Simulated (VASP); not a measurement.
# AlN (P2_1) in VASP: further runs

AlN is run at these levels: PBE; tasks: single point.

Everything below comes from runs of VASP 6.6.1. Logs are shortened: lines on timing, memory, paths and dates and some standing lists are left out, and cuts for length are marked.

## (1) The cell of the first run

Symmetry: P2_1, No. 4, monoclinic system. The conventional cell has a = 3.052 Å, b = 4.892 Å, c = 3.052 Å, α = 90.00°, β = 120.00°, γ = 90.00°. Within 2.5 Å of Al (site symmetry 1) lie 4 N at 1.85 to 1.87 Å. Within 2.5 Å of N (site symmetry 1) lie 4 Al at 1.85 to 1.87 Å.

## (2) Single point, PBE (atoms displaced along a vibrational mode, the cell strained)

Contents of INCAR:

```
SYSTEM = AlN
PREC = Accurate ; ENCUT = 520
EDIFF = 1E-6 ; ISMEAR = 0
SIGMA = 0.05 ; LREAL = .FALSE.
LASPH = .TRUE. ; NELM = 80
ALGO = Normal ; ISIF = 2
LWAVE = .FALSE. ; LCHARG = .FALSE.
GGA = PE ; NBANDS = 16
```

Contents of KPOINTS:

```
regular mesh
0
G
  9 9 6
  0 0 0
```

Contents of POSCAR:

```
AlN
1.0
    3.0516417575      0.0000000000      0.0000000000
   -1.5258208787      2.6427992853      0.0000000000
    0.0000000000      0.0000000000      4.8915323900
Al N
2 2
Direct
    0.3145786745      0.6666666667      0.0017290859
    0.6854213255      0.3333333333      0.5017290859
    0.3499209514      0.6666666667      0.3832709141
    0.6500790486      0.3333333333      0.8832709141
```

Potentials or basis: VASP PAW PBE potentials, release 64 (Al, N).

Started as:

```bash
$ cat potpaw_PBE.64/Al/POTCAR potpaw_PBE.64/N/POTCAR > POTCAR
$ mpirun -np 1 vasp_std > vasp.out
```

OUTCAR:

```text
SYSTEM = AlN
   PREC = Accurate
   ENCUT = 520
   EDIFF = 1E-6
   ISMEAR = 0
   LREAL = .FALSE.
   LASPH = .TRUE.
   NELM = 80
   ISIF = 2
   GGA = PE

 ion  position               nearest neighbor table
   1  0.315  0.667  0.002-   4 1.85   4 1.85   4 1.86   3 1.87   2 2.96   2 2.96   2 3.02   2 3.02
                             2 3.07   2 3.07
   2  0.685  0.333  0.502-   3 1.85   3 1.85   3 1.86   4 1.87   1 2.96   1 2.96   1 3.02   1 3.02
                             1 3.07   1 3.07
   3  0.350  0.667  0.383-   2 1.85   2 1.85   2 1.86   1 1.87
   4  0.650  0.333  0.883-   1 1.85   1 1.85   1 1.86   2 1.87

  LATTYP: Found a hexagonal cell.
 ALAT       =     3.0516417575
 C/A-ratio  =     1.6029182908

  Lattice vectors:

 A1 = (   3.0516417575,   0.0000000000,   0.0000000000)
 A2 = (  -1.5258208787,   2.6427992853,   0.0000000000)
 A3 = (   0.0000000000,   0.0000000000,   4.8915323900)

Analysis of symmetry for initial positions (statically):
=====================================================================
 Subroutine PRICEL returns:
 Original cell was already a primitive cell.

 Routine SETGRP: Setting up the symmetry group for a
 hexagonal supercell.

 Subroutine GETGRP returns: Found  2 space group operations
 (whereof  1 operations were pure point group operations)
 out of a pool of 24 trial point group operations.

The static configuration has the point symmetry C_1 .
 The point group associated with its full space group is C_2 .

Analysis of symmetry for dynamics (positions and initial velocities):
=====================================================================
 Subroutine PRICEL returns:
 Original cell was already a primitive cell.

 Routine SETGRP: Setting up the symmetry group for a
 hexagonal supercell.

 Subroutine GETGRP returns: Found  2 space group operations
 (whereof  1 operations were pure point group operations)
 out of a pool of 24 trial point group operations.

The dynamic configuration has the point symmetry C_1 .
 The point group associated with its full space group is C_2 .

 Subroutine INISYM returns: Found  2 space group operations
 (whereof  1 operations are pure point group operations),
 and found     1 'primitive' translations

----------------------------------------------------------------------------------------

                                     Primitive cell

  volume of cell :      39.4496

  direct lattice vectors                    reciprocal lattice vectors
     3.051641758  0.000000000  0.000000000     0.327692462  0.189193331  0.000000000
    -1.525820879  2.642799285  0.000000000     0.000000000  0.378386662  0.000000000
     0.000000000  0.000000000  4.891532390     0.000000000  0.000000000  0.204434913

  length of vectors
     3.051641758  3.051641758  4.891532390     0.378386662  0.378386662  0.204434913

  position of ions in fractional coordinates (direct lattice)
     0.314578674  0.666666667  0.001729086
     0.685421326  0.333333333  0.501729086
     0.349920951  0.666666667  0.383270914
     0.650079049  0.333333333  0.883270914

  ion indices of the primitive-cell ions
   primitive index   ion index
                 1           1
                 2           2
                 3           3
                 4           4

----------------------------------------------------------------------------------------

 KPOINTS: regular mesh

Automatic generation of k-mesh.
 Grid dimensions read from file:
 generate k-points for:    9    9    6

 Generating k-lattice:

  Cartesian coordinates                     Fractional coordinates (reciprocal lattice)
     0.036410274  0.021021481  0.000000000     0.111111111  0.000000000  0.000000000
     0.000000000  0.042042962  0.000000000     0.000000000  0.111111111  0.000000000
     0.000000000  0.000000000  0.034072486     0.000000000  0.000000000  0.166666667

  Length of vectors
     0.042042962  0.042042962  0.034072486

  Shift w.r.t. Gamma in fractional coordinates (k-lattice)
     0.000000000  0.000000000  0.000000000

 Subroutine IBZKPT returns following result:
 ===========================================

 Found    164 irreducible k-points:

 Following reciprocal coordinates:
            Coordinates               Weight
  0.000000  0.000000  0.000000      1.000000
  0.111111  0.000000  0.000000      2.000000
  0.000000  0.111111  0.000000      2.000000
 -0.111111  0.111111  0.000000      2.000000
  0.222222  0.000000  0.000000      2.000000
  0.000000  0.222222  0.000000      2.000000
[... 16 lines left out ...]
  0.333333  0.111111  0.000000      2.000000
 -0.111111  0.444444  0.000000      2.000000
 [... further k-points ...]
   k-points           NKPTS =    164   k-points in BZ     NKDIM =    164   number of bands    NBANDS=     16
   number of dos      NEDOS =    301   number of ions     NIONS =      4
   total plane-waves  NPLWV =  20736
   dimension x,y,z NGX =    24 NGY =   24 NGZ =   36
   dimension x,y,z NGXF=    48 NGYF=   48 NGZF=   72
   ions per type =               2   2
   NGX,Y,Z   is equivalent  to a cutoff of  13.07, 13.07, 12.24 a.u.
   NGXF,Y,Z  is equivalent  to a cutoff of  26.15, 26.15, 24.47 a.u.
 SYSTEM =  AlN
   PREC   = accura    normal or accurate (medium, high low for compatibility)
   ISTART =      0    job   : 0-new  1-cont  2-samecut
   ICHARG =      2    charge: 1-file 2-atom 10-const
   ISPIN  =      1    spin polarized calculation?
   LNONCOLLINEAR =      F non collinear calculations
   LSORBIT =      F    spin-orbit coupling
   LASPH  =      T    aspherical Exc in radial PAW
   ENCUT  =  520.0 eV  38.22 Ry    6.18 a.u.   5.67  5.67  9.10*2*pi/ulx,y,z
   NELM   =     80;   NELMIN=  2; NELMDL= -5     # of ELM steps
   EDIFF  = 0.1E-05   stopping-criterion for ELM
   LREAL  =      F    real-space projection
   EDIFFG = 0.1E-04   stopping-criterion for IOM
   NSW    =      0    number of steps for IOM
   IBRION =     -1    ionic relax: 0-MD 1-quasi-New 2-CG
   NFREE  =      0    steps in history (QN), initial steepest desc. (CG)
   ISIF   =      2    stress and relaxation
   ISYM   =      2    0-nonsym 1-usesym 2-fastsym
   POTIM  = 0.5000    time-step for ionic-motion
   TEBEG  =    0.0;   TEEND  =   0.0 temperature during run
   PSTRESS=    0.0 pullay stress
   NELECT =      16.0000    total number of electrons
   NUPDOWN=      -1.0000    fix difference up-down
   EMIN   =  10.00;   EMAX   =-10.00  energy-range for DOS
   EFERMI =   0.00;   METHOD = LEGACY
   ISMEAR =     0;   SIGMA  =   0.05  broadening in eV -4-tet -1-fermi 0-gaus
   EFERMI_NEDOS =   21; number of points for ismear=-14 and -15
   IALGO  =     38    algorithm
   IMIX   =      4    mixing-type and parameters
     AMIX     =   0.40;   BMIX     =  1.00
     AMIX_MAG =   1.60;   BMIX_MAG =  1.00
  volume/ion in A,a.u.               =       9.86        66.55
  Fermi-wavevector in a.u.,A,eV,Ry     =   1.211808  2.289986 19.979876  1.468479
  Thomas-Fermi vector in A             =   2.347312
   LORBIT       =      0    0 simple, 1 ext, 2 COOP (PROOUT), +10 PAW based schemes
   GGA     = PE    functional components
   LHFCALC =     F    Hartree Fock is set to
   AEXX    =    0.0000 exact exchange contribution
   IVDW    =     0    specifies the selected vdW correction
   LEPSILON=     F    determine dielectric tensor
   LRPA    =     F    only Hartree local field effects (RPA)
 non-spin polarized calculation
 Gauss-broadening in eV      SIGMA  =   0.05
  energy-cutoff  :      520.00
  volume of cell :       39.45
 maximum number of plane-waves:      1092
   NGX = 11   NGY = 11   NGZ = 19

 number of electron      15.9999998 magnetization

 Free energy of the ion-electron system (eV)
  ---------------------------------------------------
  ext. energy  EPLUGINS =         0.00000000
  ---------------------------------------------------
  free energy    TOTEN  =       -29.60121111 eV

  energy without entropy =      -29.60121111  energy(sigma->0) =      -29.60121111

 E-fermi :   6.9318     XC(G=0): -11.1635

 val. band max:        6.7354716644   @ k =   0.0000   0.0000   0.0000
 cond. band min:      11.4183157164   @ k =   0.0000   0.0000   0.0000
 fundamental gap:      4.6828440521
 Fermi energy:         6.9317579267

 k-point     1 :       0.0000    0.0000    0.0000
  band No.  band energies     occupation
      1      -8.8201      2.00000
      2      -6.4944      2.00000
      3       0.4610      2.00000
      4       5.8064      2.00000
      5       5.8634      2.00000
      6       6.3979      2.00000
[... 8 lines left out ...]
     15      20.3882      0.00000
     16      20.7064      0.00000

 k-point     2 :       0.1111    0.0000    0.0000
  band No.  band energies     occupation
      1      -8.6529      2.00000
      2      -6.3972      2.00000
      3       0.6553      2.00000
      4       5.0987      2.00000
      5       5.6180      2.00000
      6       5.7701      2.00000
[... 8 lines left out ...]
     15      20.2092      0.00000
     16      20.4840      0.00000

 k-point     3 :       0.0000    0.1111    0.0000
  band No.  band energies     occupation
      1      -8.6524      2.00000
      2      -6.3988      2.00000
      3       0.6565      2.00000
      4       5.1091      2.00000
      5       5.6258      2.00000
      6       5.8119      2.00000
[... 8 lines left out ...]
     15      20.1328      0.00000
     16      20.4472      0.00000

 k-point     4 :      -0.1111    0.1111    0.0000
  band No.  band energies     occupation
      1      -8.6518      2.00000
      2      -6.4002      2.00000
      3       0.6576      2.00000
      4       5.1078      2.00000
      5       5.6369      2.00000
      6       5.8629      2.00000
[... 8 lines left out ...]
     15      20.2095      0.00000
     16      20.3842      0.00000
[... 324 lines left out ...]
 k-point    22 :       0.3333   -0.1111    0.0000
  band No.  band energies     occupation
      1      -7.7431      2.00000
      2      -5.9792      2.00000
      3       1.7544      2.00000
      4       2.7447      2.00000
      5       3.5604      2.00000
      6       4.9039      2.00000
[... 8 lines left out ...]
     15      19.9144      0.00000
     16      21.1898      0.00000

 k-point    23 :       0.3333    0.1111    0.0000
  band No.  band energies     occupation
      1      -7.0538      2.00000
      2      -5.8239      2.00000
      3       1.5091      2.00000
      4       2.6613      2.00000
      5       2.8489      2.00000
      6       4.3240      2.00000
[... 8 lines left out ...]
     15      19.9629      0.00000
     16      22.2037      0.00000

 k-point    24 :      -0.1111    0.4444    0.0000
  band No.  band energies     occupation
      1      -7.0282      2.00000
      2      -5.8720      2.00000
      3       1.6316      2.00000
      4       2.7148      2.00000
      5       2.8372      2.00000
      6       4.2702      2.00000
[... 8 lines left out ...]
     15      19.5949      0.00000
     16      22.1110      0.00000

 [... further k-points ...]
[... 5 lines left out ...]
  --------------------------------------------------------------------------------------
  -------------------------------------------------------------------------------------
  Total        4.1792348      4.2634886      3.9809712     -0.0135012      0.0000000      0.0000000
  in kB      169.7323768    173.1541974    161.6802421     -0.5483290      0.0000000      0.0000000
  external PRESSURE =     168.1889388 kB  Pullay stress =       0.0000000 kB

 VOLUME and BASIS-vectors are now :
 -----------------------------------------------------------------------------
  energy-cutoff  :      520.00
  volume of cell :       39.45
      direct lattice vectors                 reciprocal lattice vectors
     3.051641758  0.000000000  0.000000000     0.327692462  0.189193331  0.000000000
    -1.525820879  2.642799285  0.000000000     0.000000000  0.378386662  0.000000000
     0.000000000  0.000000000  4.891532390     0.000000000  0.000000000  0.204434913

 POSITION                                       TOTAL-FORCE (eV/Angst)
 -----------------------------------------------------------------------------------
     -0.05723      1.76187      0.00846         0.335137      0.017355     -0.000433
      1.58305      0.88093      2.45422        -0.335137     -0.017355     -0.000433
      0.05062      1.76187      1.87478        -0.117905      0.007685      0.000433
      1.47520      0.88093      4.32055         0.117905     -0.007685      0.000433
 -----------------------------------------------------------------------------------
    total drift:                                0.000000      0.000000      0.000051

  FREE ENERGIE OF THE ION-ELECTRON SYSTEM (eV)
  ---------------------------------------------------
  free  energy   TOTEN  =       -29.6012111120 eV

  energy  without entropy=      -29.6012111120  energy(sigma->0) =      -29.60121111
```

Wall time 1.8 min (1 thread of Intel Xeon 8259CL, shared host); peak memory 0.21 GiB.

Results:

```
Free energy            : -29.6012 eV
Pressure               : 16.8 GPa
Largest force          : 0.336 eV/Å
Band gap on the k mesh : 4.68 eV
```

Forces on the atoms (eV/Å):
```
Al   0.335  0.017  0.000
Al  -0.335 -0.017  0.000
N   -0.118  0.008  0.000
N    0.118 -0.008  0.000
```

Caveat: the cell differs from its parent crystal (atoms displaced along a vibrational mode, the cell strained); the cell stands under pressure; an odd mesh through Γ misses points on the zone boundary, where band edges can lie.

## (3) Single point, PBE (atoms displaced along a vibrational mode, the cell strained)

Contents of INCAR:

```
ALGO = Normal ; EDIFF = 1E-6
ENCUT = 520 ; GGA = PE
ISIF = 2 ; ISMEAR = 0
LASPH = True ; LCHARG = False
LREAL = False ; LWAVE = False
NBANDS = 16 ; NELM = 60
PREC = Accurate ; SIGMA = 0.05
```

Contents of KPOINTS:

```
k-points
0
Gamma
  9 9 6
```

Contents of POSCAR:

```
AlN
1.0
    3.0776198361      0.0000000000      0.0000000000
   -1.5388099180      2.6652969613      0.0000000000
    0.0000000000      0.0000000000      4.9331731272
Al N
2 2
Direct
    0.3239719789      0.6666666667      0.0017290859
    0.6760280211      0.3333333333      0.5017290859
    0.3416130132      0.6666666667      0.3832709141
    0.6583869868      0.3333333333      0.8832709141
```

Potentials or basis: VASP PAW PBE potentials, release 64 (Al, N).

Started as:

```bash
$ cat potpaw_PBE.64/Al/POTCAR potpaw_PBE.64/N/POTCAR > POTCAR
$ mpirun -np 1 vasp_std > vasp.out
```

OUTCAR:

```text
EDIFF = 1E-6
   ENCUT = 520
   GGA = PE
   ISIF = 2
   ISMEAR = 0
   LASPH = True
   LREAL = False
   NELM = 60
   PREC = Accurate

 ion  position               nearest neighbor table
   1  0.324  0.667  0.002-   4 1.87   4 1.87   4 1.87   3 1.88   2 3.01   2 3.01   2 3.04   2 3.04
                             2 3.07   2 3.07
   2  0.676  0.333  0.502-   3 1.87   3 1.87   3 1.87   4 1.88   1 3.01   1 3.01   1 3.04   1 3.04
                             1 3.07   1 3.07
   3  0.342  0.667  0.383-   2 1.87   2 1.87   2 1.87   1 1.88
[... 655 lines left out ...]
 [... further k-points ...]
[... 5 lines left out ...]
  --------------------------------------------------------------------------------------
  -------------------------------------------------------------------------------------
  Total        2.7243687      2.7455081      2.5821872     -0.0144695      0.0000000      0.0000000
  in kB      107.8672302    108.7042117    102.2377714     -0.5728995      0.0000000      0.0000000
  external PRESSURE =     106.2697378 kB  Pullay stress =       0.0000000 kB

 VOLUME and BASIS-vectors are now :
 -----------------------------------------------------------------------------
  energy-cutoff  :      520.00
  volume of cell :       40.47
      direct lattice vectors                 reciprocal lattice vectors
     3.077619836  0.000000000  0.000000000     0.324926421  0.187596357  0.000000000
    -1.538809918  2.665296961  0.000000000     0.000000000  0.375192714  0.000000000
     0.000000000  0.000000000  4.933173127     0.000000000  0.000000000  0.202709286

 POSITION                                       TOTAL-FORCE (eV/Angst)
 -----------------------------------------------------------------------------------
     -0.02881      1.77686      0.00853         0.166133      0.004177     -0.013661
      1.56762      0.88843      2.47512        -0.166133     -0.004177     -0.013661
      0.02548      1.77686      1.89074        -0.064452      0.001813      0.013661
      1.51333      0.88843      4.35733         0.064452     -0.001813      0.013661
 -----------------------------------------------------------------------------------
    total drift:                                0.000000     -0.000000     -0.000966

  FREE ENERGIE OF THE ION-ELECTRON SYSTEM (eV)
  ---------------------------------------------------
  free  energy   TOTEN  =       -29.7074554897 eV

  energy  without entropy=      -29.7074554897  energy(sigma->0) =      -29.70745549
```

OSZICAR:

```text
N       E                     dE             d eps       ncg     rms          rms(c)
DAV:   1     0.416031573539E+02    0.41603E+02   -0.73174E+03  5248   0.896E+02
DAV:   2    -0.311933163490E+02   -0.72796E+02   -0.66943E+02  7328   0.191E+02
DAV:   3    -0.345604577144E+02   -0.33671E+01   -0.33578E+01  6600   0.421E+01
DAV:   4    -0.345802993654E+02   -0.19842E-01   -0.19841E-01  6536   0.365E+00
DAV:   5    -0.345805558701E+02   -0.25650E-03   -0.25650E-03  6712   0.417E-01    0.124E+01
DAV:   6    -0.297017031631E+02    0.48789E+01   -0.10654E+01  6344   0.239E+01    0.425E+00
DAV:   7    -0.297194062678E+02   -0.17703E-01   -0.71945E-01  5872   0.596E+00    0.300E+00
DAV:   8    -0.297117180419E+02    0.76882E-02   -0.58215E-02  5920   0.220E+00    0.549E-01
DAV:   9    -0.297069342433E+02    0.47838E-02   -0.12075E-02  7096   0.812E-01    0.239E-01
DAV:  10    -0.297075293312E+02   -0.59509E-03   -0.21517E-03  5816   0.293E-01    0.127E-01
DAV:  11    -0.297074523687E+02    0.76963E-04   -0.17190E-04  6056   0.101E-01    0.308E-02
DAV:  12    -0.297074555811E+02   -0.32124E-05   -0.10972E-05  5912   0.265E-02    0.736E-03
DAV:  13    -0.297074554897E+02    0.91381E-07   -0.37936E-06  6248   0.152E-02
   1 F= -.29707455E+02 E0= -.29707455E+02  d E =-.206889E-13
```

stdout:

```text
POSCAR found type information on POSCAR AlN
 POSCAR found :  2 types and       4 ions
 scaLAPACK will be used
 LDA part: xc-table for (Slater+PW92), standard interpolation
 POSCAR, INCAR and KPOINTS ok, starting setup
 FFT: planning ... GRIDC
 FFT: planning ... GRID_SOFT
 FFT: planning ... GRID
 WAVECAR not read
 entering main loop
```

It took 2 min on 1 thread of Intel Xeon 8259CL, shared host; peak memory 0.22 GiB.

Results:

```
Free energy            : -29.7075 eV
Pressure               : 10.6 GPa
Largest force          : 0.167 eV/Å
Band gap on the k mesh : 4.48 eV
```

Forces in eV/Å, atoms in the order of the input:
```
Al   0.166  0.004 -0.014
Al  -0.166 -0.004 -0.014
N   -0.064  0.002  0.014
N    0.064 -0.002  0.014
```

Levels at points of the mesh, in eV from the valence-band top:
```csv
k point,band 6,band 7,band 8,band 9,band 10,band 11
"(0.00, 0.00, 0.00)",-0.27,-0.18,0.00,4.48,6.95,10.85
"(0.00, 0.00, 0.50)",-0.57,-0.54,-0.54,6.74,6.74,10.58
```

Caveat: the cell differs from its parent crystal (atoms displaced along a vibrational mode, the cell strained); the cell stands under pressure; an odd mesh through Γ misses points on the zone boundary, where band edges can lie.
